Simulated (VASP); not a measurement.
# AlN (I4/mmm) in VASP: further runs

AlN is run at these levels: PBE, r2SCAN; tasks: single point.

Everything below comes from runs of VASP 6.6.1. Logs are shortened: lines on timing, memory, paths and dates and some standing lists are left out, and cuts for length are marked.

### 1 The cell of the first run

The structure is tetragonal, space group I4/mmm (No. 139). The conventional cell has a = 2.884 Å, b = 2.884 Å, c = 4.008 Å, α = 90.00°, β = 90.00°, γ = 90.00°. Within 2.7 Å of Al (site symmetry 4/mmm) lie 6 N at 2.00 to 2.04 Å. N (site symmetry 4/mmm) has 6 Al at 2.00 to 2.04 Å within 2.7 Å.

### 2 Single point, PBE (epitaxial xy strain +1.0%)

File INCAR:

```
SYSTEM = AlN
PREC = Accurate
ENCUT = 520
EDIFF = 1E-7
ISMEAR = -1
SIGMA = 0.02
LREAL = .FALSE.
LASPH = .TRUE.
NELM = 60
ALGO = Normal
ISIF = 2
LWAVE = .FALSE.
LCHARG = .FALSE.
GGA = PE
NBANDS = 11
```

File KPOINTS:

```
regular mesh
0
G
  10 10 10
  0 0 0
```

File POSCAR:

```
AlN
1.0
    0.0000000000      2.0390571367      2.0037993240
    2.0390571367      0.0000000000      2.0037993240
    2.0390571367      2.0390571367      0.0000000000
Al N
1 1
Direct
    0.0000000000      0.0000000000      0.0000000000
    0.5000000000      0.5000000000      0.5000000000
```

Potentials or basis: VASP PAW PBE potentials, release 64 (Al, N).

Started as:

```bash
> cat potpaw_PBE.64/Al/POTCAR potpaw_PBE.64/N/POTCAR > POTCAR
> mpirun -np 1 vasp_std > vasp.out
```

OUTCAR:

```text
SYSTEM = AlN
   PREC = Accurate
   ENCUT = 520
   EDIFF = 1E-7
   ISMEAR = -1
   LREAL = .FALSE.
   LASPH = .TRUE.
   NELM = 60
   ISIF = 2
   GGA = PE

 ion  position               nearest neighbor table
   1  0.000  0.000  0.000-   2 2.00   2 2.00   2 2.04   2 2.04   2 2.04   2 2.04
   2  0.500  0.500  0.500-   1 2.00   1 2.00   1 2.04   1 2.04   1 2.04   1 2.04

  LATTYP: Found a body centered tetragonal cell.
 ALAT       =     2.8836622572
 C/A-ratio  =     1.3897600657

  Lattice vectors:

 A1 = (   0.0000000000,  -2.0390571367,  -2.0037993240)
 A2 = (   0.0000000000,   2.0390571367,  -2.0037993240)
 A3 = (   2.0390571367,   0.0000000000,   2.0037993240)

Analysis of symmetry for initial positions (statically):
=====================================================================
 Subroutine PRICEL returns:
 Original cell was already a primitive cell.

 Routine SETGRP: Setting up the symmetry group for a
 body centered tetragonal supercell.

 Subroutine GETGRP returns: Found 16 space group operations
 (whereof 16 operations were pure point group operations)
 out of a pool of 16 trial point group operations.

The static configuration has the point symmetry D_4h.

Analysis of symmetry for dynamics (positions and initial velocities):
=====================================================================
 Subroutine PRICEL returns:
 Original cell was already a primitive cell.

 Routine SETGRP: Setting up the symmetry group for a
 body centered tetragonal supercell.

 Subroutine GETGRP returns: Found 16 space group operations
 (whereof 16 operations were pure point group operations)
 out of a pool of 16 trial point group operations.

The dynamic configuration has the point symmetry D_4h.

 Subroutine INISYM returns: Found 16 space group operations
 (whereof 16 operations are pure point group operations),
 and found     1 'primitive' translations

----------------------------------------------------------------------------------------

                                     Primitive cell

  volume of cell :      16.6626

  direct lattice vectors                    reciprocal lattice vectors
     0.000000000  2.039057137  2.003799324    -0.245211373  0.245211373  0.249525985
     2.039057137  0.000000000  2.003799324     0.245211373 -0.245211373  0.249525985
     2.039057137  2.039057137  0.000000000     0.245211373  0.245211373 -0.249525985

  length of vectors
     2.858839929  2.858839929  2.883662257     0.427224124  0.427224124  0.427224124

  position of ions in fractional coordinates (direct lattice)
     0.000000000  0.000000000  0.000000000
     0.500000000  0.500000000  0.500000000

  ion indices of the primitive-cell ions
   primitive index   ion index
                 1           1
                 2           2

----------------------------------------------------------------------------------------

 KPOINTS: regular mesh

Automatic generation of k-mesh.
 Grid dimensions read from file:
 generate k-points for:   10   10   10

 Generating k-lattice:

  Cartesian coordinates                     Fractional coordinates (reciprocal lattice)
    -0.024521137  0.024521137  0.024952598     0.100000000 -0.000000000  0.000000000
     0.024521137 -0.024521137  0.024952598    -0.000000000  0.100000000  0.000000000
     0.024521137  0.024521137 -0.024952598     0.000000000  0.000000000  0.100000000

  Length of vectors
     0.042722412  0.042722412  0.042722412

  Shift w.r.t. Gamma in fractional coordinates (k-lattice)
     0.000000000  0.000000000  0.000000000

 Subroutine IBZKPT returns following result:
 ===========================================

 Found    102 irreducible k-points:

 Following reciprocal coordinates:
            Coordinates               Weight
  0.000000  0.000000  0.000000      1.000000
  0.100000  0.000000  0.000000      8.000000
  0.200000  0.000000  0.000000      8.000000
  0.300000  0.000000  0.000000      8.000000
  0.400000  0.000000  0.000000      8.000000
  0.500000  0.000000  0.000000      4.000000
[... 16 lines left out ...]
  0.300000  0.300000  0.000000      2.000000
  0.400000  0.300000  0.000000      8.000000
 [... further k-points ...]
   k-points           NKPTS =    102   k-points in BZ     NKDIM =    102   number of bands    NBANDS=     11
   number of dos      NEDOS =    301   number of ions     NIONS =      2
   total plane-waves  NPLWV =  13824
   dimension x,y,z NGX =    24 NGY =   24 NGZ =   24
   dimension x,y,z NGXF=    48 NGYF=   48 NGZF=   48
   ions per type =               1   1
   NGX,Y,Z   is equivalent  to a cutoff of  13.96, 13.96, 13.84 a.u.
   NGXF,Y,Z  is equivalent  to a cutoff of  27.91, 27.91, 27.67 a.u.
 SYSTEM =  AlN
   PREC   = accura    normal or accurate (medium, high low for compatibility)
   ISTART =      0    job   : 0-new  1-cont  2-samecut
   ICHARG =      2    charge: 1-file 2-atom 10-const
   ISPIN  =      1    spin polarized calculation?
   LNONCOLLINEAR =      F non collinear calculations
   LSORBIT =      F    spin-orbit coupling
   LASPH  =      T    aspherical Exc in radial PAW
   ENCUT  =  520.0 eV  38.22 Ry    6.18 a.u.   5.32  5.32  5.36*2*pi/ulx,y,z
   NELM   =     60;   NELMIN=  2; NELMDL= -5     # of ELM steps
   EDIFF  = 0.1E-06   stopping-criterion for ELM
   LREAL  =      F    real-space projection
   EDIFFG = 0.1E-05   stopping-criterion for IOM
   NSW    =      0    number of steps for IOM
   IBRION =     -1    ionic relax: 0-MD 1-quasi-New 2-CG
   NFREE  =      0    steps in history (QN), initial steepest desc. (CG)
   ISIF   =      2    stress and relaxation
   ISYM   =      2    0-nonsym 1-usesym 2-fastsym
   POTIM  = 0.5000    time-step for ionic-motion
   TEBEG  =    0.0;   TEEND  =   0.0 temperature during run
   PSTRESS=    0.0 pullay stress
   NELECT =       8.0000    total number of electrons
   NUPDOWN=      -1.0000    fix difference up-down
   EMIN   =  10.00;   EMAX   =-10.00  energy-range for DOS
   EFERMI =   0.00;   METHOD = LEGACY
   ISMEAR =    -1;   SIGMA  =   0.02  broadening in eV -4-tet -1-fermi 0-gaus
   EFERMI_NEDOS =   21; number of points for ismear=-14 and -15
   IALGO  =     38    algorithm
   IMIX   =      4    mixing-type and parameters
     AMIX     =   0.40;   BMIX     =  1.00
     AMIX_MAG =   1.60;   BMIX_MAG =  1.00
  volume/ion in A,a.u.               =       8.33        56.22
  Fermi-wavevector in a.u.,A,eV,Ry     =   1.281909  2.422457 22.358323  1.643290
  Thomas-Fermi vector in A             =   2.414251
   LORBIT       =      0    0 simple, 1 ext, 2 COOP (PROOUT), +10 PAW based schemes
   GGA     = PE    functional components
   LHFCALC =     F    Hartree Fock is set to
   AEXX    =    0.0000 exact exchange contribution
   IVDW    =     0    specifies the selected vdW correction
   LEPSILON=     F    determine dielectric tensor
   LRPA    =     F    only Hartree local field effects (RPA)
 non-spin polarized calculation
  energy-cutoff  :      520.00
  volume of cell :       16.66
 maximum number of plane-waves:       463
 NGX is ok and might be reduce to    24
   NGX = 11   NGY = 11   NGZ = 11

 number of electron       7.9999999 magnetization

 Free energy of the ion-electron system (eV)
  ---------------------------------------------------
  ext. energy  EPLUGINS =         0.00000000
  ---------------------------------------------------
  free energy    TOTEN  =       -14.54128272 eV

  energy without entropy =      -14.54128272  energy(sigma->0) =      -14.54128272

 E-fermi :  10.2944     XC(G=0): -12.2460

 val. band max:        9.8974738072   @ k =   0.0000   0.0000   0.0000
 cond. band min:      14.2796877509   @ k =   0.5000   0.5000   0.0000
 fundamental gap:      4.3822139437
 Fermi energy:        10.2943963717

 k-point     1 :       0.0000    0.0000    0.0000
  band No.  band energies     occupation
      1      -7.6226      2.00000
      2       9.7680      2.00000
      3       9.8975      2.00000
      4       9.8975      2.00000
      5      15.4096      0.00000
      6      21.9226      0.00000
      7      21.9226      0.00000
      8      22.1536      0.00000
      9      27.1188      0.00000
     10      27.2997      0.00000
     11      27.8763      0.00000

 k-point     2 :       0.1000    0.0000    0.0000
  band No.  band energies     occupation
      1      -7.4191      2.00000
      2       8.8323      2.00000
      3       9.7043      2.00000
      4       9.7676      2.00000
      5      16.0426      0.00000
      6      21.0921      0.00000
      7      22.2082      0.00000
      8      22.3779      0.00000
      9      25.7577      0.00000
     10      26.2014      0.00000
     11      28.0130      0.00000

 k-point     3 :       0.2000    0.0000    0.0000
  band No.  band energies     occupation
      1      -6.8273      2.00000
      2       6.7030      2.00000
      3       9.4304      2.00000
      4       9.4534      2.00000
      5      16.7067      0.00000
      6      20.5725      0.00000
      7      22.2865      0.00000
      8      22.6084      0.00000
      9      25.3179      0.00000
     10      25.5114      0.00000
     11      27.3435      0.00000

 k-point     4 :       0.3000    0.0000    0.0000
  band No.  band energies     occupation
      1      -5.9207      2.00000
      2       4.3908      2.00000
      3       9.1064      2.00000
      4       9.1282      2.00000
      5      16.4610      0.00000
      6      21.4815      0.00000
      7      21.5002      0.00000
      8      21.9133      0.00000
      9      26.4806      0.00000
     10      26.8985      0.00000
     11      26.9552      0.00000
[... 239 lines left out ...]
 k-point    22 :      -0.2000    0.2000    0.0000
  band No.  band energies     occupation
      1      -5.6487      2.00000
      2       5.0274      2.00000
      3       6.9058      2.00000
      4       9.1636      2.00000
      5      18.3967      0.00000
      6      19.9008      0.00000
      7      20.5813      0.00000
      8      22.1899      0.00000
      9      24.7429      0.00000
     10      28.8530      0.00000
     11      30.6496      0.00000

 k-point    23 :       0.3000    0.3000    0.0000
  band No.  band energies     occupation
      1      -5.3335      2.00000
      2       5.0659      2.00000
      3       7.7949      2.00000
      4       7.7949      2.00000
      5      16.4942      0.00000
      6      16.6369      0.00000
      7      21.6710      0.00000
      8      25.2614      0.00000
      9      25.2614      0.00000
     10      30.1429      0.00000
     11      33.9009      0.00000

 k-point    24 :       0.4000    0.3000    0.0000
  band No.  band energies     occupation
      1      -4.5741      2.00000
      2       4.0429      2.00000
      3       7.0520      2.00000
      4       7.5274      2.00000
      5      15.8938      0.00000
      6      16.6659      0.00000
      7      22.0896      0.00000
      8      25.2167      0.00000
      9      26.0032      0.00000
     10      31.4943      0.00000
     11      34.6144      0.00000

 [... further k-points ...]
[... 5 lines left out ...]
  --------------------------------------------------------------------------------------
  -------------------------------------------------------------------------------------
  Total        0.1339021      0.1339021      0.6456464      0.0000000     -0.0000000      0.0000000
  in kB       12.8752318     12.8752318     62.0815123      0.0000000     -0.0000000      0.0000000
  external PRESSURE =      29.2773253 kB  Pullay stress =       0.0000000 kB

 VOLUME and BASIS-vectors are now :
 -----------------------------------------------------------------------------
  energy-cutoff  :      520.00
  volume of cell :       16.66
      direct lattice vectors                 reciprocal lattice vectors
     0.000000000  2.039057137  2.003799324    -0.245211373  0.245211373  0.249525985
     2.039057137  0.000000000  2.003799324     0.245211373 -0.245211373  0.249525985
     2.039057137  2.039057137  0.000000000     0.245211373  0.245211373 -0.249525985

 POSITION                                       TOTAL-FORCE (eV/Angst)
 -----------------------------------------------------------------------------------
      0.00000      0.00000      0.00000        -0.000000     -0.000000     -0.000000
      2.03906      2.03906      2.00380         0.000000      0.000000      0.000000
 -----------------------------------------------------------------------------------
    total drift:                               -0.000000     -0.000000      0.000000

  FREE ENERGIE OF THE ION-ELECTRON SYSTEM (eV)
  ---------------------------------------------------
  free  energy   TOTEN  =       -14.5412827188 eV

  energy  without entropy=      -14.5412827188  energy(sigma->0) =      -14.54128272
```

It took 6.6 s on 1 thread of Intel Xeon 6975P-C (Granite Rapids), shared host; peak memory 0.14 GiB.

Results:

```
Free energy            : -14.5413 eV
Pressure               : 2.9 GPa
Band gap on the k mesh : 4.38 eV, indirect (least direct gap 5.51 eV)
```

Caveat: the cell differs from its parent crystal (epitaxial xy strain +1.0%).

(Continued in part 2 of 3.)
